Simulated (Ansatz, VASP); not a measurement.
One calculation of AlN, two programs

File POSCAR:

```
AlN
1.0
    3.1130000000      0.0000000000      0.0000000000
   -1.5565000000      2.6959400000      0.0000000000
    0.0000000000      0.0000000000      4.9810000000
Al N
2 2
Direct
    0.3333333333      0.6666666667      0.0000000000
    0.6666666667      0.3333333333      0.5000000000
    0.3333333333      0.6666666667      0.3800000000
    0.6666666667      0.3333333333      0.8800000000
```

INCAR.step1

```
SYSTEM = AlN
  PREC = Accurate
  ENCUT = 600
  ISMEAR = 0
  SIGMA = 0.01
  LREAL = .False.
  LASPH = .True.
  NELM = 60
  GGA = PE
  ALGO = Normal
  EDIFF = 1E-4
  LWAVE = .True.
  LCHARG = .False.
```

Contents of INCAR.step2:

```
SYSTEM = AlN
  PREC = Accurate
  ENCUT = 600
  EDIFF = 1E-7
  ISMEAR = 0
  SIGMA = 0.01
  LREAL = .False.
  LASPH = .True.
  NELM = 60
  ALGO = Normal
  ISIF = 3
  LWAVE = .False.
  LCHARG = .False.
  METAGGA = R2SCAN
  LMIXTAU = .True.
  LUSE_VDW = .True.
  IVDW_NL = 2
  BPARAM = 11.95
  CPARAM = 0.0093
  IBRION = 2
  NSW = 60
  EDIFFG = -0.01
  ISTART = 1
```

File KPOINTS:

```
Automatic mesh
0
Gamma
  12 12 4
  0 0 0
```

Input for Ansatz:

```yaml
crystal:
  lattice:
    - [3.113, 0.0, 0.0]
    - [-1.5565, 2.69594, 0.0]
    - [0.0, 0.0, 4.981]
  atoms:
    - { symbol: Al, position: [0.3333333333333333, 0.6666666666666666, 0.0] }
    - { symbol: Al, position: [0.6666666666666666, 0.3333333333333333, 0.5] }
    - { symbol: "N", position: [0.3333333333333333, 0.6666666666666666, 0.38] }
    - { symbol: "N", position: [0.6666666666666666, 0.3333333333333333, 0.88] }
basis:
  ecutwfc: 571.4391111657479
kpoints:
  mp_grid:
    grid: [12, 12, 4]
hamiltonian:
  xc: r2scan
  dispersion: rvv10
scf:
  occupations:
    method: fixed
relax:
  max_steps: 40
  cell: {}
```

Alike in both runs: task relaxation of cell and atoms; functional r2SCAN; dispersion rVV10; k mesh 12 × 12 × 4; no spin polarisation.

|  | VASP | Ansatz |
| --- | --- | --- |
| version | VASP 6.6.1 | Ansatz 0.2.0 |
| potentials or method | VASP PAW PBE potentials, release 64 (Al, N), cutoff 600 eV | plane waves, PAW |
| occupations | gaussian, width 0.01 eV | fixed |
| valence electrons in the cell | 16 | 16 |

```tsv
	VASP	Ansatz	Ansatz less VASP
relaxed volume (Å³/atom)	10.35	10.37	+0.013
relaxed cell length with the largest relative difference (Å)	3.101	3.103	+0.0019
```

VASP's potentials were made for PBE, not for r2SCAN.
